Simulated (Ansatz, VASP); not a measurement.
**Two plane-wave programs on Rh**

```
Rh
1.0
     0.00000    1.98877    1.98877
     1.98877    0.00000    1.98877
     1.98877    1.98877    0.00000
Rh
1
Direct
  0.00000 0.00000 0.00000
```

Alike in both runs: task single point; functional PBE; k mesh 22 × 22 × 22; occupations gaussian, width 0.15 eV; no spin polarisation.

```csv
,VASP,Ansatz
version,VASP 6.6.1,Ansatz 0.2.0
potentials or method,"VASP PAW PBE potentials, release 64 (Rh_pv), cutoff 520 eV","scalar-relativistic, plane waves, PAW"
valence electrons in the cell,15,17
```

VASP gave:

* gap on the k mesh at the Fermi level (eV): none
* pressure (GPa): -21.6

Task: What did Ansatz give for the same quantities?

Result: gap on the k mesh at the Fermi level (eV): none; pressure (GPa): -21.5.

A gap of «none» marks a metal or a gap that the smearing closes. With one functional, cell and mesh, what is left measures potentials, basis and numerics. VASP's potentials hold 15 valence electrons a cell and Ansatz's 17, so a difference there can come from the potentials and not from the codes.
